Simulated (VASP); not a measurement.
A run of VASP 6.6.1:

Contents of INCAR:

```
PREC = Accurate
ENCUT = 520
EDIFF = 1E-6
ISMEAR = 0
SIGMA = 0.15
LREAL = False
LASPH = True
NELM = 60
ALGO = Fast
ISIF = 2
LWAVE = False
LCHARG = True
GGA = PS
LELF = True
LVHAR = True
NBANDS = 16
```

KPOINTS

```
regular mesh
0
Gamma
  10 10 14
```

POSCAR

```
Al2Cu
1.0
    4.0842078946      0.0000000000      0.0000000000
    0.0000000000      4.0842078946      0.0000000000
    0.0000000000      0.0000000000      2.8458943809
Al Cu
2 1
Direct
    0.5000000000      0.0025990588      0.5000000000
    0.0000000000      0.4889084980      0.5000000000
    0.0000000000      0.0036058789      0.0000000000
```

Potentials or basis: VASP PAW PBE potentials, release 64 (Al, Cu).

Command:

```bash
$ cat potpaw_PBE.64/Al/POTCAR potpaw_PBE.64/Cu/POTCAR > POTCAR
$ mpirun -np 1 vasp_std > vasp.out
```

Hardware: 1 thread of Intel(R) Xeon(R) 6975P-C (Granite Rapids) (shared host).

Q: Estimate the wall time of this run.

A: Run time: 110 s on 1 thread of Intel(R) Xeon(R) 6975P-C (Granite Rapids) (shared host), peak memory 0.31 GiB. Counts: scf iterations 18, k points 288.
